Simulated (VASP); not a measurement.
# MnO in VASP: further runs

The runs below take MnO through single point, with PBE+U.

Program: VASP 6.6.1. These are calculated values, not measurements. Logs are shortened: lines on timing, memory, paths and dates and some standing lists are left out, and cuts for length are marked.

**1. The cell of the first run**

The structure is cubic, space group Fm-3m (No. 225). Conventional cell: a = 4.533 Å, b = 4.533 Å, c = 4.533 Å, α = 90.00°, β = 90.00°, γ = 90.00°. Within 3.0 Å of Mn (site symmetry m-3m) lie 6 O at 2.27 Å. Within 3.0 Å of O (site symmetry m-3m) lie 6 Mn at 2.27 Å.

**2. Single point, PBE+U, collinear spin, ferromagnetic start**

INCAR reads:

```
  PREC = Accurate
  ENCUT = 600
  EDIFF = 1E-6
  ISMEAR = 0
  SIGMA = 0.05
  LREAL = False
  LASPH = True
  NELM = 200
  ALGO = Normal
  ISIF = 2
  LWAVE = False
  LCHARG = False
  ISPIN = 2
  MAGMOM = 4.76 0.18
  LORBIT = 11
  LMAXMIX = 4
  LDAU = True
  LDAUTYPE = 2
  LDAUL = 2 -1
  LDAUU = 3.9 0
  LDAUJ = 0 0
  LDAUPRINT = 1
  GGA = PE
  NBANDS = 22
  GGA_COMPAT = False
```

KPOINTS reads:

```
Automatic mesh
0
Gamma
  12 12 12
```

POSCAR reads:

```
MnO
1.0
    0.0000000000      2.2664570858      2.2664570858
    2.2664570858      0.0000000000      2.2664570858
    2.2664570858      2.2664570858      0.0000000000
Mn O
1 1
Direct
    0.0000000000      0.0000000000      0.0000000000
    0.5000000000      0.5000000000      0.5000000000
```

Potentials or basis: VASP PAW PBE potentials, release 64 (Mn_sv, O).

The run is started by

```bash
cat potpaw_PBE.64/Mn_sv/POTCAR potpaw_PBE.64/O/POTCAR > POTCAR
mpirun -np 1 vasp_std > vasp.out
```

OUTCAR:

```text
PREC = Accurate
   ENCUT = 600
   EDIFF = 1E-6
   ISMEAR = 0
   LREAL = False
   LASPH = True
   NELM = 200
   ISIF = 2
   ISPIN = 2
   LORBIT = 11
   GGA = PE

 ion  position               nearest neighbor table
   1  0.000  0.000  0.000-   2 2.27   2 2.27   2 2.27   2 2.27   2 2.27   2 2.27
   2  0.500  0.500  0.500-   1 2.27   1 2.27   1 2.27   1 2.27   1 2.27   1 2.27

  LATTYP: Found a face centered cubic cell.
 ALAT       =     4.5329141716

  Lattice vectors:

 A1 = (   0.0000000000,   2.2664570858,   2.2664570858)
 A2 = (   2.2664570858,   0.0000000000,   2.2664570858)
 A3 = (   2.2664570858,   2.2664570858,   0.0000000000)

Analysis of symmetry for initial positions (statically):
[... 5 lines left out ...]
 face centered cubic supercell.

 Subroutine GETGRP returns: Found 48 space group operations
 (whereof 48 operations were pure point group operations)
 out of a pool of 48 trial point group operations.

The static configuration has the point symmetry O_h .

Analysis of symmetry for dynamics (positions and initial velocities):
[... 5 lines left out ...]
 face centered cubic supercell.

 Subroutine GETGRP returns: Found 48 space group operations
 (whereof 48 operations were pure point group operations)
 out of a pool of 48 trial point group operations.

The dynamic configuration has the point symmetry O_h .

Analysis of structural, dynamic, and magnetic symmetry:
=====================================================================
 Subroutine PRICEL returns:
 Original cell was already a primitive cell.

 Routine SETGRP: Setting up the symmetry group for a
 face centered cubic supercell.

 Subroutine GETGRP returns: Found 48 space group operations
 (whereof 48 operations were pure point group operations)
 out of a pool of 48 trial point group operations.

The overall configuration has the point symmetry O_h .

 Subroutine INISYM returns: Found 48 space group operations
 (whereof 48 operations are pure point group operations),
 and found     1 'primitive' translations

----------------------------------------------------------------------------------------

                                     Primitive cell

  volume of cell :      23.2848

  direct lattice vectors                    reciprocal lattice vectors
     0.000000000  2.266457086  2.266457086    -0.220608633  0.220608633  0.220608633
     2.266457086  0.000000000  2.266457086     0.220608633 -0.220608633  0.220608633
     2.266457086  2.266457086  0.000000000     0.220608633  0.220608633 -0.220608633

  length of vectors
     3.205254349  3.205254349  3.205254349     0.382105361  0.382105361  0.382105361

  position of ions in fractional coordinates (direct lattice)
     0.000000000  0.000000000  0.000000000
     0.500000000  0.500000000  0.500000000

  ion indices of the primitive-cell ions
   primitive index   ion index
                 1           1
                 2           2

----------------------------------------------------------------------------------------

 KPOINTS: Automatic mesh

Automatic generation of k-mesh.
 Grid dimensions read from file:
 generate k-points for:   12   12   12

 Generating k-lattice:

  Cartesian coordinates                     Fractional coordinates (reciprocal lattice)
    -0.018384053  0.018384053  0.018384053     0.083333333  0.000000000  0.000000000
     0.018384053 -0.018384053  0.018384053     0.000000000  0.083333333  0.000000000
     0.018384053  0.018384053 -0.018384053     0.000000000  0.000000000  0.083333333

  Length of vectors
     0.031842113  0.031842113  0.031842113

  Shift w.r.t. Gamma in fractional coordinates (k-lattice)
     0.000000000  0.000000000  0.000000000

 Subroutine IBZKPT returns following result:
 ===========================================

 Found     72 irreducible k-points:

 Following reciprocal coordinates:
            Coordinates               Weight
  0.000000  0.000000  0.000000      1.000000
  0.083333  0.000000  0.000000      8.000000
  0.166667  0.000000  0.000000      8.000000
  0.250000  0.000000  0.000000      8.000000
  0.333333  0.000000  0.000000      8.000000
  0.416667  0.000000  0.000000      8.000000
[... 16 lines left out ...]
  0.500000  0.166667  0.000000     24.000000
 -0.416667  0.166667  0.000000     24.000000
 [... further k-points ...]
   k-points           NKPTS =     72   k-points in BZ     NKDIM =     72   number of bands    NBANDS=     22
   number of dos      NEDOS =    301   number of ions     NIONS =      2
   total plane-waves  NPLWV =  21952
   dimension x,y,z NGX =    28 NGY =   28 NGZ =   28
   dimension x,y,z NGXF=    56 NGYF=   56 NGZF=   56
   ions per type =               1   1
   NGX,Y,Z   is equivalent  to a cutoff of  14.52, 14.52, 14.52 a.u.
   NGXF,Y,Z  is equivalent  to a cutoff of  29.05, 29.05, 29.05 a.u.
 SYSTEM =  unknown system
   PREC   = accura    normal or accurate (medium, high low for compatibility)
   ISTART =      0    job   : 0-new  1-cont  2-samecut
   ICHARG =      2    charge: 1-file 2-atom 10-const
   ISPIN  =      2    spin polarized calculation?
   LNONCOLLINEAR =      F non collinear calculations
   LSORBIT =      F    spin-orbit coupling
   LASPH  =      T    aspherical Exc in radial PAW
   ENCUT  =  600.0 eV  44.10 Ry    6.64 a.u.   6.40  6.40  6.40*2*pi/ulx,y,z
   NELM   =    200;   NELMIN=  2; NELMDL= -5     # of ELM steps
   EDIFF  = 0.1E-05   stopping-criterion for ELM
   LREAL  =      F    real-space projection
   EDIFFG = 0.1E-04   stopping-criterion for IOM
   NSW    =      0    number of steps for IOM
   IBRION =     -1    ionic relax: 0-MD 1-quasi-New 2-CG
   NFREE  =      0    steps in history (QN), initial steepest desc. (CG)
   ISIF   =      2    stress and relaxation
   ISYM   =      2    0-nonsym 1-usesym 2-fastsym
   POTIM  = 0.5000    time-step for ionic-motion
   TEBEG  =    0.0;   TEEND  =   0.0 temperature during run
   PSTRESS=    0.0 pullay stress
   NELECT =      21.0000    total number of electrons
   NUPDOWN=      -1.0000    fix difference up-down
   EMIN   =  10.00;   EMAX   =-10.00  energy-range for DOS
   EFERMI =   0.00;   METHOD = LEGACY
   ISMEAR =     0;   SIGMA  =   0.05  broadening in eV -4-tet -1-fermi 0-gaus
   EFERMI_NEDOS =   21; number of points for ismear=-14 and -15
   IALGO  =     38    algorithm
   IMIX   =      4    mixing-type and parameters
     AMIX     =   0.40;   BMIX     =  1.00
     AMIX_MAG =   1.60;   BMIX_MAG =  1.00
  volume/ion in A,a.u.               =      11.64        78.57
  Fermi-wavevector in a.u.,A,eV,Ry     =   1.581699  2.988977 34.038659  2.501771
  Thomas-Fermi vector in A             =   2.681734
   LORBIT       =     11    0 simple, 1 ext, 2 COOP (PROOUT), +10 PAW based schemes
 LDA+U is selected, type is set to LDAUTYPE =  2
   angular momentum for each species LDAUL =     2   -1
   U (eV)           for each species LDAUU =   3.9  0.0
   J (eV)           for each species LDAUJ =   0.0  0.0
   GGA     = PE    functional components
   LHFCALC =     F    Hartree Fock is set to
   AEXX    =    0.0000 exact exchange contribution
   IVDW    =     0    specifies the selected vdW correction
   LEPSILON=     F    determine dielectric tensor
   LRPA    =     F    only Hartree local field effects (RPA)
 spin polarized calculation
 Gauss-broadening in eV      SIGMA  =   0.05
  energy-cutoff  :      600.00
  volume of cell :       23.28
 maximum number of plane-waves:       794
 NGX is ok and might be reduce to    28

atom =   1  type =  1  l = 2

 onsite density matrix

spin component  1

  0.9115 -0.0000  0.0000 -0.0000 -0.0000
 -0.0000  0.9115 -0.0000 -0.0000  0.0000
  0.0000 -0.0000  0.9411 -0.0000 -0.0000
 -0.0000 -0.0000 -0.0000  0.9115 -0.0000
 -0.0000  0.0000 -0.0000 -0.0000  0.9411

spin component  2

  0.0127 -0.0000 -0.0000  0.0000  0.0000
 -0.0000  0.0127  0.0000 -0.0000 -0.0000
 -0.0000  0.0000  0.0487  0.0000  0.0000
  0.0000 -0.0000  0.0000  0.0127  0.0000
  0.0000 -0.0000  0.0000  0.0000  0.0487

 occupancies and eigenvectors

  o =  0.0127  v =  0.0000  0.0000  0.0000  0.0000  0.0000  1.0000  0.0001  0.0000 -0.0013 -0.0000      0.0000  0.0000  0.0000  0.0000  0.0000  0.0000  0.0000  0.0000  0.0000  0.0000
  o =  0.0127  v =  0.0000  0.0000  0.0000  0.0000  0.0000 -0.0013 -0.0038  0.0000 -1.0000  0.0000      0.0000  0.0000  0.0000  0.0000  0.0000  0.0000  0.0000  0.0000  0.0000  0.0000
  o =  0.0127  v =  0.0000  0.0000  0.0000  0.0000  0.0000 -0.0001  1.0000 -0.0000 -0.0038  0.0000      0.0000  0.0000  0.0000  0.0000  0.0000  0.0000  0.0000  0.0000  0.0000  0.0000
  o =  0.0487  v =  0.0000  0.0000  0.0000  0.0000  0.0000 -0.0000  0.0000  0.0262 -0.0000 -0.9997      0.0000  0.0000  0.0000  0.0000  0.0000  0.0000  0.0000  0.0000  0.0000  0.0000
  o =  0.0487  v =  0.0000  0.0000  0.0000  0.0000  0.0000  0.0000 -0.0000 -0.9997 -0.0000 -0.0262      0.0000  0.0000  0.0000  0.0000  0.0000  0.0000  0.0000  0.0000  0.0000  0.0000
  o =  0.9115  v =  0.0000 -0.9930 -0.0000 -0.1184 -0.0000  0.0000  0.0000  0.0000  0.0000  0.0000      0.0000  0.0000  0.0000  0.0000  0.0000  0.0000  0.0000  0.0000  0.0000  0.0000
  o =  0.9115  v =  0.0000  0.1184  0.0000 -0.9930  0.0000  0.0000  0.0000  0.0000  0.0000  0.0000      0.0000  0.0000  0.0000  0.0000  0.0000  0.0000  0.0000  0.0000  0.0000  0.0000
  o =  0.9115  v =  1.0000  0.0000  0.0000  0.0000  0.0000  0.0000  0.0000  0.0000  0.0000  0.0000      0.0000  0.0000  0.0000  0.0000  0.0000  0.0000  0.0000  0.0000  0.0000  0.0000
  o =  0.9411  v =  0.0000  0.0000 -0.9993  0.0000 -0.0379  0.0000  0.0000  0.0000  0.0000  0.0000      0.0000  0.0000  0.0000  0.0000  0.0000  0.0000  0.0000  0.0000  0.0000  0.0000
  o =  0.9411  v =  0.0000  0.0000  0.0379 -0.0000 -0.9993  0.0000  0.0000  0.0000  0.0000  0.0000      0.0000  0.0000  0.0000  0.0000  0.0000  0.0000  0.0000  0.0000  0.0000  0.0000

 number of electron      20.9999999 magnetization       5.0000000

 Free energy of the ion-electron system (eV)
  ---------------------------------------------------
  ext. energy  EPLUGINS =         0.00000000
  ---------------------------------------------------
  free energy    TOTEN  =       -15.33046622 eV

  energy without entropy =      -15.33043342  energy(sigma->0) =      -15.33044982

 E-fermi :   7.8210     XC(G=0): -11.5293

 val. band max:        7.8201522261   @ k =   0.0000   0.0000   0.0000
 cond. band min:       8.3622346775   @ k =   0.0833   0.0000   0.0000
 fundamental gap:      0.5420824513
 Fermi energy:         7.8209620559

 spin component 1

 k-point     1 :       0.0000    0.0000    0.0000
  band No.  band energies     occupation
      1     -73.1801      1.00000
      2     -41.9218      1.00000
      3     -41.9218      1.00000
      4     -41.9218      1.00000
      5     -11.0774      1.00000
      6       3.9051      1.00000
[... 14 lines left out ...]
     21      27.1133      0.00000
     22      29.8279      0.00000

 k-point     2 :       0.0833    0.0000    0.0000
  band No.  band energies     occupation
      1     -73.1799      1.00000
      2     -41.9259      1.00000
      3     -41.9227      1.00000
      4     -41.9227      1.00000
      5     -11.0236      1.00000
      6       3.7063      1.00000
[... 542 lines left out ...]
 k-point    24 :      -0.4167    0.1667    0.0000
  band No.  band energies     occupation
      1     -73.1750      1.00000
      2     -41.9665      1.00000
      3     -41.9379      1.00000
      4     -41.9312      1.00000
      5     -10.1812      1.00000
      6       0.9616      1.00000
[... 14 lines left out ...]
     21      32.1770      0.00000
     22      33.2473      0.00000

 [... further k-points ...]

 spin component 2

 k-point     1 :       0.0000    0.0000    0.0000
  band No.  band energies     occupation
      1     -68.1210      1.00000
      2     -36.9435      1.00000
      3     -36.9435      1.00000
      4     -36.9435      1.00000
      5     -10.7244      1.00000
      6       5.5341      1.00000
[... 14 lines left out ...]
     21      29.5657      0.00000
     22      32.4562      0.00000

 k-point     2 :       0.0833    0.0000    0.0000
  band No.  band energies     occupation
      1     -68.1206      1.00000
      2     -36.9486      1.00000
      3     -36.9444      1.00000
      4     -36.9444      1.00000
      5     -10.6728      1.00000
      6       5.1070      1.00000
[... 542 lines left out ...]
 k-point    24 :      -0.4167    0.1667    0.0000
  band No.  band energies     occupation
      1     -68.1147      1.00000
      2     -37.0016      1.00000
      3     -36.9634      1.00000
      4     -36.9547      1.00000
      5      -9.8551      1.00000
      6       2.1292      1.00000
[... 14 lines left out ...]
     21      33.0448      0.00000
     22      34.7309      0.00000

 [... further k-points ...]
[... 5 lines left out ...]
  --------------------------------------------------------------------------------------
  -------------------------------------------------------------------------------------
  Total       -0.5620866     -0.5620866     -0.5620866      0.0000000      0.0000000      0.0000000
  in kB      -38.6759825    -38.6759825    -38.6759825      0.0000000      0.0000000      0.0000000
  external PRESSURE =     -38.6759825 kB  Pullay stress =       0.0000000 kB

 VOLUME and BASIS-vectors are now :
 -----------------------------------------------------------------------------
  energy-cutoff  :      600.00
  volume of cell :       23.28
      direct lattice vectors                 reciprocal lattice vectors
     0.000000000  2.266457086  2.266457086    -0.220608633  0.220608633  0.220608633
     2.266457086  0.000000000  2.266457086     0.220608633 -0.220608633  0.220608633
     2.266457086  2.266457086  0.000000000     0.220608633  0.220608633 -0.220608633

 POSITION                                       TOTAL-FORCE (eV/Angst)
 -----------------------------------------------------------------------------------
      0.00000      0.00000      0.00000         0.000000     -0.000000      0.000000
      2.26646      2.26646      2.26646        -0.000000      0.000000     -0.000000
 -----------------------------------------------------------------------------------
    total drift:                                0.000000      0.000000      0.000000

  FREE ENERGIE OF THE ION-ELECTRON SYSTEM (eV)
  ---------------------------------------------------
  free  energy   TOTEN  =       -15.3304662223 eV

  energy  without entropy=      -15.3304334212  energy(sigma->0) =      -15.33044982

 total charge

# of ion       s       p       d       tot
------------------------------------------
    1        2.111   6.007   4.730  12.848
    2        1.551   3.427   0.000   4.979
--------------------------------------------------
tot          3.662   9.435   4.730  17.826

 magnetization (x)

# of ion       s       p       d       tot
------------------------------------------
    1        0.023   0.015   4.463   4.501
    2        0.023   0.131   0.000   0.154
--------------------------------------------------
tot          0.046   0.145   4.463   4.655
```

Run time: 58 s. Hardware: 1 thread of Intel Xeon 6975P-C (Granite Rapids), shared host; peak memory 0.21 GiB.

Results:

```
Free energy                                           : -15.3305 eV
Pressure                                              : -3.9 GPa
Net moment                                            : 5.00 μB per cell
Site moments                                          : Mn +4.50; O +0.15 μB
Valence electrons inside the program's atomic spheres : Mn 12.85; O 4.98
```

Eigenvalues of the final occupation matrices:
```csv
site,spin,trace,eigenvalues
site 1 d,1,4.62,0.91 0.91 0.91 0.94 0.94
site 1 d,2,0.14,0.01 0.01 0.01 0.05 0.05
```

Caveat: a cell with one magnetic atom can't hold antiferromagnetic order, which such compounds often take.

**3. Single point, PBE+U, collinear spin, antiferromagnetic start**

This run uses another cell than the first one: it holds 4 atoms, not 2.

INCAR reads:

```
PREC = Accurate
ENCUT = 520
EDIFF = 1E-7
ISMEAR = 0
SIGMA = 0.05
LREAL = F
LASPH = T
NELM = 150
ALGO = Normal
ISIF = 2
LWAVE = F
LCHARG = T
ISPIN = 2
MAGMOM = 4.7 -4.7 0 0
LORBIT = 11
LMAXMIX = 4
LDAU = T
LDAUTYPE = 2
LDAUL = 2 -1
LDAUU = 3.9 0
LDAUJ = 0 0
LDAUPRINT = 1
GGA = PE
LELF = T
LVHAR = T
NBANDS = 31
```

KPOINTS reads:

```
regular mesh
0
Gamma
  12 12 6
```

POSCAR reads:

```
MnO
1.0
    0.0000000000      2.2695972285      2.2695972285
    2.2695972285      0.0000000000      2.2695972285
    4.4801717668      4.4801717668      0.0590226902
Mn O
2 2
Direct
    0.0000000000      0.0000000000      0.0000000000
    0.0000000000      0.0000000000      0.5000000000
    0.5000000006      0.5000000006      0.2499999991
    0.4999999994      0.4999999994      0.7500000009
```

Potentials or basis: VASP PAW PBE potentials, release 64 (Mn_pv, O).

The run is started by

```bash
cat potpaw_PBE.64/Mn_pv/POTCAR potpaw_PBE.64/O/POTCAR > POTCAR
mpirun -np 1 vasp_std > vasp.out
```

Wall time 1.8 min (1 thread of Intel Xeon 6975P-C (Granite Rapids), shared host); peak memory 0.32 GiB.

Results (log left out):

```yaml
Free_energy: -31.1010 eV
Pressure: -1.5 GPa
Band_gap_on_the_k_mesh: 1.62 eV
Net_moment: 0.00 μB per cell
Site_moments: Mn +4.58, -4.58; O +0.00 μB
Valence_electrons_inside_the_program's_atomic_spheres: Mn 11.31; O 4.99
```

Levels at points of the mesh, in eV from the valence-band top:
Spin up:
```
           k point  band 16  band 17  band 18  band 19  band 20  band 21  band 22  band 23
(0.00, 0.00, 0.00)    -1.58    -1.47    -0.56    -0.56     1.62     4.74     4.81     4.81
(0.50, 0.00, 0.00)    -2.37    -2.00    -0.36    -0.28     3.90     5.52     5.56     5.67
(0.00, 0.00, 0.50)    -2.22    -2.08     0.00     0.00     3.84     4.00     4.75     4.75
(0.50, 0.00, 0.50)    -2.37    -1.82    -0.57    -0.26     3.70     5.33     5.65     5.69
```
Spin down:
```csv
k point,band 16,band 17,band 18,band 19,band 20,band 21,band 22,band 23
"(0.00, 0.00, 0.00)",-1.58,-1.47,-0.56,-0.56,1.62,4.74,4.81,4.81
"(0.50, 0.00, 0.00)",-2.37,-2.00,-0.36,-0.28,3.90,5.52,5.56,5.67
"(0.00, 0.00, 0.50)",-2.22,-2.08,0.00,0.00,3.84,4.00,4.75,4.75
"(0.50, 0.00, 0.50)",-2.37,-1.82,-0.57,-0.26,3.70,5.33,5.65,5.69
```

Eigenvalues of the final occupation matrices:
```
    site  spin  trace               eigenvalues
site 1 d     1   4.75  0.94 0.94 0.94 0.97 0.97
site 1 d     2   0.21  0.02 0.02 0.02 0.08 0.08
site 2 d     1   0.21  0.02 0.02 0.02 0.08 0.08
site 2 d     2   4.75  0.94 0.94 0.94 0.97 0.97
```

A k mesh can miss the band edges. The state reached can hang on the start; a lower one may exist.
